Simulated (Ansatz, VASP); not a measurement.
Two plane-wave programs on GaN

```
Ga N
1.0
     3.21829    0.00000    0.00000
    -1.60915    2.78712    0.00000
     0.00000    0.00000    5.24287
Ga N
2 2
Direct
  0.33333 0.66667 0.00003
  0.66667 0.33333 0.50003
  0.33333 0.66667 0.37677
  0.66667 0.33333 0.87677
```

Alike in both runs: functional PBE; k mesh 10 × 10 × 6; no spin polarisation.

Ansatz relaxed the structure, and its values are those at the end. VASP's run is a single point on that final structure, the one shown.

```csv
,VASP,Ansatz
version,VASP 6.6.1,Ansatz 0.2.0
potentials or method,"VASP PAW PBE potentials, release 64 (Ga_d, N), cutoff 520 eV","scalar-relativistic, plane waves, PAW"
occupations,"gaussian, width 0.01 eV",fixed
valence electrons in the cell,36,36
```

```tsv
	VASP	Ansatz	Ansatz less VASP
gap on the k mesh at the Fermi level (eV)	1.72	1.71	-0.003
least direct gap on the mesh (eV)	1.72	1.71	-0.003
pressure (GPa)	0.1	0.0	-0.14
```
